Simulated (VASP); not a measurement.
The system is HfC.

```
CELL_PARAMETERS angstrom
0.00000 2.32500 2.32500
2.32500 0.00000 2.32500
2.32500 2.32500 0.00000
ATOMIC_POSITIONS crystal
Hf 0.50000 0.50000 0.50000
C 0.00000 0.00000 0.00000
```

Base run:

```yaml
Program: VASP 6.6.1
Functional: PBEsol
Dispersion: D4
Potentials_or_basis: VASP PAW PBE potentials, release 64 (Hf_pv, C)
Cutoff: 520 eV
k_mesh: 8 × 8 × 8
Occupations: fermi-dirac, width 0.05 eV
Spin: no spin polarisation
```

Its results: band gap on the k mesh zero (band 7 reaches 6.84 eV, above the bottom of band 8 at 5.39 eV); pressure -8.9 GPa.

Task: The run is repeated on the same cell with these changes: k mesh from 8 × 8 × 8 to 4 × 4 × 4. What comes out?

Result: Band gap on the k mesh zero (band 7 reaches 6.75 eV, above the bottom of band 8 at 5.34 eV); pressure -10.1 GPa.

Caveats: some runs use coarse meshes; the PAW data sets were made with another functional, which shifts forces and pressure a little; spin-orbit coupling is left out, which moves the levels of the heavy elements; pairwise dispersion overbinds metals, which lowers pressure and volume.
